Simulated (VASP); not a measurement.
The system is TiC.

```
Ti C
1.0
     0.00000    2.13645    2.13645
     2.13645    0.00000    2.13645
     2.13645    2.13645    0.00000
Ti C
1 1
Direct
  0.00000 0.00000 0.00000
  0.50000 0.50000 0.50000
```

Base run:

```yaml
Program: VASP 6.6.1
Functional: RPBE
Dispersion: D4
Potentials_or_basis: VASP PAW PBE potentials, release 64 (Ti_sv, C)
Cutoff: 520 eV
k_mesh: 11 × 11 × 11
Occupations: fermi-dirac, width 0.05 eV
Spin: no spin polarisation
```

Its results: band gap on the k mesh zero (band 8 reaches 10.74 eV, above the bottom of band 9 at 9.60 eV); pressure 4.7 GPa.

**Question.** The run is repeated on the same cell with these changes: functional from RPBE to r2SCAN. What comes out?

**Answer.** Band gap on the k mesh zero (band 8 reaches 10.86 eV, above the bottom of band 9 at 9.50 eV); pressure 10.0 GPa.

Caveats: the PAW data sets were made with another functional, which shifts forces and pressure a little; pairwise dispersion overbinds metals, which lowers pressure and volume.
